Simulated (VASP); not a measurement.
# CdSe (P6_3mc) in VASP: a series of runs, part 2 of 2

VASP 6.6.1.

## 3. Single point, LDA

This run uses another cell than the first one, of 27.14 Å³/atom, 0.940 times its volume.

INCAR reads:

```
SYSTEM = CdSe
PREC = Accurate
ENCUT = 520
EDIFF = 1E-6
ISMEAR = -1
SIGMA = 0.02
LREAL = .False.
LASPH = .True.
NELM = 60
ALGO = Normal
ISIF = 2
LWAVE = .False.
LCHARG = .False.
NBANDS = 26
```

KPOINTS reads:

```
regular mesh
0
Gamma
  6 6 4
  0 0 0
```

POSCAR reads:

```
CdSe
1.0
    4.2498099712      0.0000000000      0.0000000000
   -2.1249049856      3.6804433964      0.0000000000
    0.0000000000      0.0000000000      6.9397692540
Cd Se
2 2
Direct
    0.3333333333      0.6666666667     -0.0002522043
    0.6666666667      0.3333333333      0.4997477957
    0.3333333333      0.6666666667      0.3752522043
    0.6666666667      0.3333333333      0.8752522043
```

Potentials or basis: VASP PAW LDA potentials, release 64 (Cd, Se).

On the command line:

```console
$ cat potpaw_LDA.64/Cd/POTCAR potpaw_LDA.64/Se/POTCAR > POTCAR
$ mpirun -np 1 vasp_std > vasp.out
```

OUTCAR:

```text
SYSTEM = CdSe
   PREC = Accurate
   ENCUT = 520
   EDIFF = 1E-6
   ISMEAR = -1
   LREAL = .False.
   LASPH = .True.
   NELM = 60
   ISIF = 2

 ion  position               nearest neighbor table
   1  0.333  0.667  1.000-   4 2.60   4 2.60   4 2.60   3 2.61
   2  0.667  0.333  0.500-   3 2.60   3 2.60   3 2.60   4 2.61
   3  0.333  0.667  0.375-   2 2.60   2 2.60   2 2.60   1 2.61
   4  0.667  0.333  0.875-   1 2.60   1 2.60   1 2.60   2 2.61

  LATTYP: Found a hexagonal cell.
 ALAT       =     4.2498099712
 C/A-ratio  =     1.6329598973

  Lattice vectors:

 A1 = (   4.2498099712,   0.0000000000,   0.0000000000)
 A2 = (  -2.1249049856,   3.6804433964,   0.0000000000)
 A3 = (   0.0000000000,   0.0000000000,   6.9397692540)

Analysis of symmetry for initial positions (statically):
=====================================================================
 Subroutine PRICEL returns:
 Original cell was already a primitive cell.

 Routine SETGRP: Setting up the symmetry group for a
 hexagonal supercell.

 Subroutine GETGRP returns: Found 12 space group operations
 (whereof  6 operations were pure point group operations)
 out of a pool of 24 trial point group operations.

The static configuration has the point symmetry C_3v.
 The point group associated with its full space group is C_6v.

Analysis of symmetry for dynamics (positions and initial velocities):
=====================================================================
 Subroutine PRICEL returns:
 Original cell was already a primitive cell.

 Routine SETGRP: Setting up the symmetry group for a
 hexagonal supercell.

 Subroutine GETGRP returns: Found 12 space group operations
 (whereof  6 operations were pure point group operations)
 out of a pool of 24 trial point group operations.

The dynamic configuration has the point symmetry C_3v.
 The point group associated with its full space group is C_6v.

 Subroutine INISYM returns: Found 12 space group operations
 (whereof  6 operations are pure point group operations),
[... 115 lines left out ...]
     AMIX     =   0.40;   BMIX     =  1.00
     AMIX_MAG =   1.60;   BMIX_MAG =  1.00
  volume/ion in A,a.u.               =      27.14       183.13
  Fermi-wavevector in a.u.,A,eV,Ry     =   1.133194  2.141425 17.471618  1.284128
  Thomas-Fermi vector in A             =   2.269896
   LORBIT       =      0    0 simple, 1 ext, 2 COOP (PROOUT), +10 PAW based schemes
   GGA     = CA    functional components
   LHFCALC =     F    Hartree Fock is set to
   AEXX    =    0.0000 exact exchange contribution
   IVDW    =     0    specifies the selected vdW correction
   LEPSILON=     F    determine dielectric tensor
   LRPA    =     F    only Hartree local field effects (RPA)
 non-spin polarized calculation
  energy-cutoff  :      520.00
  volume of cell :      108.55
 maximum number of plane-waves:      2952
 NGX is ok and might be reduce to    32
   NGX = 15   NGY = 15   NGZ = 25

 number of electron      35.9999999 magnetization

 Free energy of the ion-electron system (eV)
  ---------------------------------------------------
  ext. energy  EPLUGINS =         0.00000000
  ---------------------------------------------------
  free energy    TOTEN  =       -13.51302401 eV

  energy without entropy =      -13.51302396  energy(sigma->0) =      -13.51302398

 E-fermi :   1.3741     XC(G=0):  -9.4437

 val. band max:        1.1202794597   @ k =   0.0000   0.0000   0.0000
 cond. band min:       1.6136677287   @ k =   0.0000   0.0000   0.0000
 fundamental gap:      0.4933882690
 Fermi energy:         1.3741469040

 k-point     1 :       0.0000    0.0000    0.0000
  band No.  band energies     occupation
      1     -11.7444      2.00000
      2     -11.3263      2.00000
      3      -6.9622      2.00000
      4      -6.9529      2.00000
      5      -6.9529      2.00000
      6      -6.8776      2.00000
[... 598 lines left out ...]
     25       9.8684      0.00000
     26       9.8885      0.00000

------------------------ aborting loop because EDIFF is reached ----------------------------------------

  FORCE on cell =-STRESS in cart. coord.  units (eV):
  Direction    XX          YY          ZZ          XY          YZ          ZX
  --------------------------------------------------------------------------------------
  -------------------------------------------------------------------------------------
  Total        0.3046288      0.3046288      0.3056595      0.0000000     -0.0000000      0.0000000
  in kB        4.4964197      4.4964197      4.5116326      0.0000000     -0.0000000      0.0000000
  external PRESSURE =       4.5014907 kB  Pullay stress =       0.0000000 kB

 VOLUME and BASIS-vectors are now :
 -----------------------------------------------------------------------------
  energy-cutoff  :      520.00
  volume of cell :      108.55
      direct lattice vectors                 reciprocal lattice vectors
     4.249809971  0.000000000  0.000000000     0.235304639  0.135853197  0.000000000
    -2.124904986  3.680443396  0.000000000     0.000000000  0.271706393  0.000000000
     0.000000000  0.000000000  6.939769254     0.000000000  0.000000000  0.144097010

 POSITION                                       TOTAL-FORCE (eV/Angst)
 -----------------------------------------------------------------------------------
     -0.00000      2.45363      6.93802        -0.000000     -0.000000      0.002649
      2.12490      1.22681      3.46813         0.000000      0.000000      0.002649
     -0.00000      2.45363      2.60416        -0.000000      0.000000     -0.002649
      2.12490      1.22681      6.07405        -0.000000     -0.000000     -0.002649
 -----------------------------------------------------------------------------------
    total drift:                               -0.000000      0.000000     -0.000127

  FREE ENERGIE OF THE ION-ELECTRON SYSTEM (eV)
  ---------------------------------------------------
  free  energy   TOTEN  =       -13.5130240050 eV

  energy  without entropy=      -13.5130239583  energy(sigma->0) =      -13.51302398
```

stdout:

```text
POSCAR found type information on POSCAR CdSe
 POSCAR found :  2 types and       4 ions
 scaLAPACK will be used
 LDA part: xc-table for (Slater(with rela. corr.)+CA(PZ))
 , standard interpolation
 POSCAR, INCAR and KPOINTS ok, starting setup
 FFT: planning ... GRIDC
 FFT: planning ... GRID_SOFT
 FFT: planning ... GRID
 WAVECAR not read
 entering main loop
```

It took 34 s on 1 thread of Intel Xeon Platinum 8259CL at 2.50GHz (Skylake/Cascade Lake), shared host; peak memory 0.21 GiB.

Results:

```
Free energy            : -13.5130 eV
Pressure               : 0.5 GPa
Band gap on the k mesh : 0.49 eV, direct
```

Forces in eV/Å, atoms in the order of the input:
```
Cd   0.000  0.000  0.003
Cd   0.000  0.000  0.003
Se   0.000  0.000 -0.003
Se   0.000  0.000 -0.003
```

## 4. Single point, PBEsol

This run uses another cell than the first one, of 28.14 Å³/atom, 0.975 times its volume.

INCAR reads:

```
SYSTEM = CdSe
PREC = Accurate
ENCUT = 520
EDIFF = 1E-7
ISMEAR = -1
SIGMA = 0.02
LREAL = .FALSE.
LASPH = .TRUE.
NELM = 100
ALGO = Normal
ISIF = 2
LWAVE = .FALSE.
LCHARG = .FALSE.
GGA = PS
NBANDS = 26
```

KPOINTS reads:

```
Automatic mesh
0
G
  6 6 4
  0 0 0
```

POSCAR reads:

```
CdSe
1.0
    4.3029536969      0.0000000000      0.0000000000
   -2.1514768484      3.7264672128      0.0000000000
    0.0000000000      0.0000000000      7.0189434827
Cd Se
2 2
Direct
    0.3333333333      0.6666666667     -0.0003990826
    0.6666666667      0.3333333333      0.4996009174
    0.3333333333      0.6666666667      0.3753990826
    0.6666666667      0.3333333333      0.8753990826
```

Potentials or basis: VASP PAW PBE potentials, release 64 (Cd, Se).

On the command line:

```console
$ cat potpaw_PBE.64/Cd/POTCAR potpaw_PBE.64/Se/POTCAR > POTCAR
$ mpirun -np 1 vasp_std > vasp.out
```

Run time: 45 s. Hardware: 1 thread of Intel Xeon Platinum 8259CL at 2.50GHz (Skylake/Cascade Lake), shared host; peak memory 0.24 GiB.

The run converged. Its results:

- Free energy: -12.3467 eV
- Pressure: 0.3 GPa
- Band gap on the k mesh: 0.54 eV, direct

Levels at points of the mesh, in eV from the valence-band top:
| k point | band 15 | band 16 | band 17 | band 18 | band 19 | band 20 | band 21 | band 22 |
| --- | --- | --- | --- | --- | --- | --- | --- | --- |
| (0.00, 0.00, 0.00) | -0.78 | -0.05 | 0.00 | 0.00 | 0.54 | 2.09 | 5.77 | 5.77 |
| (0.50, 0.00, 0.00) | -2.71 | -1.89 | -1.37 | -0.77 | 3.13 | 3.22 | 4.66 | 6.06 |
| (0.00, 0.00, 0.50) | -0.41 | -0.41 | -0.41 | -0.41 | 2.27 | 2.27 | 5.75 | 5.75 |
| (0.50, 0.00, 0.50) | -1.39 | -1.39 | -1.37 | -1.37 | 2.82 | 2.82 | 4.75 | 4.75 |

Caveat: the PAW data sets were made with another functional, which shifts forces and pressure a little.

## 5. Single point, PBE

This run uses another cell than the first one, of 29.78 Å³/atom, 1.031 times its volume.

INCAR reads:

```
PREC = Accurate ; ENCUT = 520
EDIFF = 1E-6 ; ISMEAR = -1
SIGMA = 0.02 ; LREAL = F
LASPH = T ; NELM = 100
ALGO = Normal ; ISIF = 2
LWAVE = F ; LCHARG = F
GGA = PE ; NBANDS = 26
```

KPOINTS reads:

```
Automatic mesh
0
Gamma
  6 6 4
```

POSCAR reads:

```
CdSe
1.0
    4.3840057943      0.0000000000      0.0000000000
   -2.1920028971      3.7966603882      0.0000000000
    0.0000000000      0.0000000000      7.1556126099
Cd Se
2 2
Direct
    0.3333333333      0.6666666667     -0.0002790350
    0.6666666667      0.3333333333      0.4997209650
    0.3333333333      0.6666666667      0.3752790350
    0.6666666667      0.3333333333      0.8752790350
```

On the command line:

```console
$ cat potpaw_PBE.64/Cd/POTCAR potpaw_PBE.64/Se/POTCAR > POTCAR
$ mpirun -np 1 vasp_std > vasp.out
```

Run time: 53 s. Hardware: 1 thread of Intel Xeon Platinum 8259CL at 2.50GHz (Skylake/Cascade Lake), shared host; peak memory 0.27 GiB.

It converged, with:

```
Free energy            : -10.9910 eV
Pressure               : 0.2 GPa
Largest force          : 0.004 eV/Å
Band gap on the k mesh : 0.54 eV, direct
```

Forces on the atoms (eV/Å):
```
Cd   0.000  0.000 -0.004
Cd   0.000  0.000 -0.004
Se   0.000  0.000  0.004
Se   0.000  0.000  0.004
```

Levels at points of the mesh, in eV from the valence-band top:
```tsv
k point	band 14	band 15	band 16	band 17	band 18	band 19	band 20	band 21	band 22	band 23
(0.00, 0.00, 0.00)	-0.69	-0.69	-0.04	0.00	0.00	0.54	2.14	5.85	5.85	6.12
(0.50, 0.00, 0.00)	-3.42	-2.42	-1.67	-1.20	-0.68	3.09	3.33	4.78	5.93	6.43
(0.00, 0.00, 0.50)	-2.53	-0.36	-0.36	-0.36	-0.36	2.26	2.26	5.76	5.76	6.24
(0.50, 0.00, 0.50)	-3.94	-1.24	-1.24	-1.21	-1.21	2.90	2.90	4.83	4.83	7.56
```

## 6. Single point, r2SCAN

POSCAR reads:

```
CdSe
1.0
    4.3407236659      0.0000000000      0.0000000000
   -2.1703618329      3.7591769655      0.0000000000
    0.0000000000      0.0000000000      7.0766459782
Cd Se
2 2
Direct
    0.3333333333      0.6666666667     -0.0004760038
    0.6666666667      0.3333333333      0.4995239962
    0.3333333333      0.6666666667      0.3754760038
    0.6666666667      0.3333333333      0.8754760038
```

INCAR.step1 reads:

```
SYSTEM = CdSe
PREC = Accurate
ENCUT = 520
ISMEAR = -1
SIGMA = 0.02
LREAL = .FALSE.
LASPH = .TRUE.
NELM = 100
NBANDS = 26
GGA = PE
ALGO = Normal
EDIFF = 1E-4
LWAVE = .TRUE.
LCHARG = .FALSE.
```

INCAR.step2 reads:

```
SYSTEM = CdSe
PREC = Accurate
ENCUT = 520
EDIFF = 1E-7
ISMEAR = -1
SIGMA = 0.02
LREAL = .FALSE.
LASPH = .TRUE.
NELM = 100
ALGO = Normal
ISIF = 2
LWAVE = .FALSE.
LCHARG = .TRUE.
METAGGA = R2SCAN
LMIXTAU = .TRUE.
LELF = .TRUE.
LVHAR = .TRUE.
NBANDS = 26
ISTART = 1
```

KPOINTS reads:

```
regular mesh
0
G
  6 6 4
  0 0 0
```

Potentials or basis: VASP PAW PBE potentials, release 64 (Cd, Se).

On the command line:

```console
$ cat potpaw_PBE.64/Cd/POTCAR potpaw_PBE.64/Se/POTCAR > POTCAR
$ cp INCAR.step1 INCAR
$ mpirun -np 1 vasp_std > vasp.out
$ cp INCAR.step2 INCAR
$ mpirun -np 1 vasp_std > vasp.out
```

Run time: 3.3 min. Hardware: 1 thread of Intel Xeon Platinum 8259CL at 2.50GHz (Skylake/Cascade Lake), shared host; peak memory 0.26 GiB.

It converged, with:

```
Free energy            : -71.8298 eV
Pressure               : 0.2 GPa
Band gap on the k mesh : 1.09 eV, direct
```

Levels at points of the mesh, in eV from the valence-band top:
```tsv
k point	band 14	band 15	band 16	band 17	band 18	band 19	band 20	band 21	band 22	band 23
(0.00, 0.00, 0.00)	-0.74	-0.74	-0.04	0.00	0.00	1.09	2.64	6.38	6.38	6.68
(0.50, 0.00, 0.00)	-3.53	-2.58	-1.80	-1.28	-0.73	3.63	3.71	5.09	6.55	6.93
(0.00, 0.00, 0.50)	-2.56	-0.38	-0.38	-0.38	-0.38	2.78	2.78	6.27	6.27	6.76
(0.50, 0.00, 0.50)	-4.10	-1.31	-1.31	-1.31	-1.31	3.33	3.33	5.27	5.27	8.12
```

Caveat: the PAW data sets were made with another functional, which shifts forces and pressure a little. r2SCAN opens gaps a little over a GGA but as a rule still falls short of measured ones.

## 7. Overview

```tsv
level	potentials or basis	cell	k mesh	smearing	gap on the mesh (eV)	pressure (GPa)
PBE	VASP PAW PBE potentials, release 64 (Cd, Se)	a = 4.341, b = 4.341, c = 7.077 Å, angles 90.0, 90.0, 120.0°, 4 atoms	6 × 6 × 2	gaussian 0.01 eV	0.61	1.7
LDA	VASP PAW LDA potentials, release 64 (Cd, Se)	a = 4.250, b = 4.250, c = 6.940 Å, angles 90.0, 90.0, 120.0°, 4 atoms	6 × 6 × 4	fermi-dirac 0.02 eV	0.49	0.5
PBEsol	VASP PAW PBE potentials, release 64 (Cd, Se)	a = 4.303, b = 4.303, c = 7.019 Å, angles 90.0, 90.0, 120.0°, 4 atoms	6 × 6 × 4	fermi-dirac 0.02 eV	0.54	0.3
PBE	VASP PAW PBE potentials, release 64 (Cd, Se)	a = 4.384, b = 4.384, c = 7.156 Å, angles 90.0, 90.0, 120.0°, 4 atoms	6 × 6 × 4	fermi-dirac 0.02 eV	0.54	0.2
r2SCAN	VASP PAW PBE potentials, release 64 (Cd, Se)	a = 4.341, b = 4.341, c = 7.077 Å, angles 90.0, 90.0, 120.0°, 4 atoms	6 × 6 × 4	fermi-dirac 0.02 eV	1.09	0.2
```

Alike in all rows: task single point; no spin polarisation; cutoff (eV) 520.

Caveats: some runs use coarse meshes; the PAW data sets were made with another functional, which shifts forces and pressure a little (some runs).

Total energies depend on the potentials used, so only differences within one code and one set of settings carry meaning.
